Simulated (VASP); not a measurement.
CuPd, 2 atoms in the cell. Symmetry: R-3m, No. 166, trigonal system. Conventional cell: a = 4.268 Å, b = 4.268 Å, c = 5.072 Å, α = 90.00°, β = 90.00°, γ = 120.00°. Cu (site symmetry -3m) has 8 Pd at 2.54 to 2.61 Å and 6 Cu at 2.99 Å within 3.3 Å. Pd (site symmetry -3m) has 8 Cu at 2.54 to 2.61 Å and 6 Pd at 2.99 Å within 3.3 Å.  This cell differs from its parent crystal: equal xy, yz and zx shear strains of -2 %.

* Program: VASP 6.6.1
* Task: single point
* Functional: PBEsol
* Potentials or basis: VASP PAW PBE potentials, release 64 (Cu, Pd)
* Cutoff: 520 eV
* k mesh: 14 × 14 × 14
* Occupations: fermi-dirac, width 0.05 eV
* Spin: no spin polarisation
* Dipole correction: no
* Further INCAR settings: ALGO = Normal; EDIFF = 1e-07; NBANDS = 18

Potentials or basis: VASP PAW PBE potentials, release 64 (Cu, Pd).

The run is started by

```sh
$ cat potpaw_PBE.64/Cu/POTCAR potpaw_PBE.64/Pd/POTCAR > POTCAR
$ mpirun -np 1 vasp_std > vasp.out
```

Hardware: 1 thread of AMD EPYC 9R45 96-Core Processor (Zen 5), with other jobs on the host.

**Question.** How long does it take, and how much memory?

**Answer.** Run time: 77 s on 1 thread of AMD EPYC 9R45 96-Core Processor (Zen 5), on a shared host, peak memory 0.23 GiB. Counts: scf iterations 15, k points 288.
